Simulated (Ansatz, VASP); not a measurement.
**One calculation of TiO2, two programs**

File INCAR:

```
PREC = Accurate
ENCUT = 520
EDIFF = 1E-6
ISMEAR = -1
SIGMA = 0.02
LREAL = False
LASPH = True
NELM = 100
ALGO = Normal
ISIF = 2
LWAVE = False
LCHARG = False
NBANDS = 33
```

The input KPOINTS:

```
regular mesh
0
Gamma
  6 6 9
```

Contents of POSCAR:

```
TiO2
1.0
    4.5533711438      0.0000000000      0.0000000000
    0.0000000000      4.5533711438      0.0000000000
    0.0000000000      0.0000000000      2.9293204702
Ti O
2 4
Direct
    0.5000000000      0.5000000000      0.0000000000
    0.0000000000      0.0000000000      0.5000000000
    0.6956786800      0.6956786800      0.5000000000
    0.8043213200      0.1956786800      0.0000000000
    0.1956786800      0.8043213200      0.0000000000
    0.3043213200      0.3043213200      0.5000000000
```

Input for Ansatz:

```yaml
crystal:
  lattice:
    - [4.5533711438, 0.0, 0.0]
    - [0.0, 4.5533711438, 0.0]
    - [0.0, 0.0, 2.9293204702]
  atoms:
    - { symbol: Ti, position: [0.5, 0.5, 0.0] }
    - { symbol: Ti, position: [0.0, 0.0, 0.5] }
    - { symbol: O, position: [0.69567868, 0.69567868, 0.5] }
    - { symbol: O, position: [0.80432132, 0.19567868, 0.0] }
    - { symbol: O, position: [0.19567868, 0.80432132, 0.0] }
    - { symbol: O, position: [0.30432132, 0.30432132, 0.5] }
hamiltonian:
  xc: lda
  pseudopotentials:
    kind: all_electron
    lapw: { basis_error: 0.0003, muffin_tin_radii: { Ti: 1.032, O: 0.773 } }
kpoints:
  mp_grid: { grid: [6, 6, 9] }
scf:
  occupations: { method: fermi_dirac, width: 0.02 }
  convergence: { dr2_threshold: 1.0e-09 }
output:
  eigenvalues: true
```

Alike in both runs: task single point; functional LDA; k mesh 6 × 6 × 9; occupations fermi-dirac, width 0.02 eV; no spin polarisation.

|  | VASP | Ansatz |
| --- | --- | --- |
| version | VASP 6.6.1 | Ansatz 0.2.0 |
| potentials or method | VASP PAW LDA potentials, release 64 (Ti_sv, O), cutoff 520 eV | all-electron LAPW, scalar-relativistic |

|  | VASP | Ansatz | Ansatz less VASP |
| --- | --- | --- | --- |
| gap on the k mesh at the Fermi level (eV) | 1.82 | 1.85 | +0.024 |
| least direct gap on the mesh (eV) | 1.82 | 1.85 | +0.024 |

LDA's correlation is that of Perdew and Zunger in VASP and of Perdew and Wang (1992) in Ansatz. Ansatz ran all-electron here, and VASP with PAW potentials.
